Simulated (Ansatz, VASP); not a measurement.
## Be in VASP and in Ansatz

The input INCAR:

```
PREC = Accurate
ENCUT = 520
EDIFF = 1E-6
ISMEAR = -1
SIGMA = 0.1
LREAL = F
LASPH = T
NELM = 80
ALGO = Normal
ISIF = 2
LWAVE = F
LCHARG = F
GGA = B5
ALDAX = 1.0
AGGAX = 1.0
AGGAC = 1.0
ALDAC = 0.0
NBANDS = 7
```

File KPOINTS:

```
regular mesh
0
Gamma
  16 16 16
```

POSCAR

```
Be
1.0
    2.0993066999      0.0000000000      0.0000000000
    0.0000000000      2.0993066999      0.0000000000
    0.0000000000      0.0000000000      2.0993066999
Be
1
Direct
    0.0000000000      0.0000000000      0.0000000000
```

Input for Ansatz:

```yaml
crystal:
  lattice:
    - [2.0993066999, 0.0, 0.0]
    - [0.0, 2.0993066999, 0.0]
    - [0.0, 0.0, 2.0993066999]
  atoms:
    - { symbol: Be, position: [0.0, 0.0, 0.0] }
hamiltonian:
  xc: blyp
  pseudopotentials:
    kind: paw
    azcp:
      Be: "pseudopotentials/Be.paw.azcp"
basis:
  ecutwfc: 420
  fft_grid_basis: typed
kpoints:
  mp_grid: { grid: [16, 16, 16], shift: [0, 0, 0] }
magnetization:
  spin_polarized: false
scf:
  occupations: { method: fermi_dirac, width: 0.1 }
  lower_state_search: "off"
output:
  stress: true
```

Alike in both runs: task single point; functional BLYP; k mesh 16 × 16 × 16; occupations fermi-dirac, width 0.1 eV; no spin polarisation.

```csv
,VASP,Ansatz
version,VASP 6.6.1,Ansatz 0.2.0
potentials or method,"VASP PAW PBE potentials, release 64 (Be), cutoff 520 eV","plane waves (420 eV) with PAW, scalar-relativistic"
valence electrons in the cell,2,2
```

VASP gave:

- pressure (GPa): 11.2

Q: Which values does Ansatz return?

A: Pressure (GPa): 11.1.

VASP's potentials were made for PBE, not for BLYP. With one functional, cell and mesh, what is left measures potentials, basis and numerics.
